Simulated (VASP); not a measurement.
Wanted: the native input for a VASP 6.6.1 run.

* Task: single point
* Functional: PBE
* Potentials or basis: VASP PAW PBE potentials, release 64 (Zn, S)
* Cutoff: 520 eV
* k mesh: 12 × 12 × 4
* Occupations: fermi-dirac, width 0.02 eV
* Spin: no spin polarisation
* Dipole correction: no
* Further INCAR settings: ALGO = Normal; EDIFF = 1e-06; NBANDS = 26

The structure of ZnS lies in POSCAR:

```
ZnS
1.0
    3.6879452615      0.0000000000      0.0000000000
   -1.8439726308      3.1938542842      0.0000000000
    0.0000000000      0.0000000000      5.7820218017
Zn S
2 2
Direct
    0.0000000000      0.0000000000      0.0000000000
    0.0000000000      0.0000000000      0.5000000000
    0.3333333333      0.6666666667      0.2500000000
    0.6666666667      0.3333333333      0.7500000000
```

This cell differs from its parent crystal: epitaxial xy strain +2.7%.

These files were run (other wordings do the same):

INCAR

```
PREC = Accurate
ENCUT = 520
EDIFF = 1E-6
ISMEAR = -1
SIGMA = 0.02
LREAL = False
LASPH = True
NELM = 100
ALGO = Normal
ISIF = 2
LWAVE = False
LCHARG = True
GGA = PE
LELF = True
LVHAR = True
NBANDS = 26
```

KPOINTS

```
regular mesh
0
Gamma
  12 12 4
```

Potentials or basis: VASP PAW PBE potentials, release 64 (Zn, S).

Launch:

```bash
$ cat potpaw_PBE.64/Zn/POTCAR potpaw_PBE.64/S/POTCAR > POTCAR
$ mpirun -np 1 vasp_std > vasp.out
```

It gave:

```yaml
Pressure: -0.7 GPa
Band_gap_on_the_k_mesh: 0.61 eV (least direct gap 1.47 eV)
```

Caveat: the cell differs from its parent crystal (epitaxial xy strain +2.7%).

Run time: 2 min on 1 thread of Intel(R) Xeon(R) Platinum 8259CL CPU @ 2.50GHz (Skylake/Cascade Lake), with other jobs on the host, peak memory 0.23 GiB.
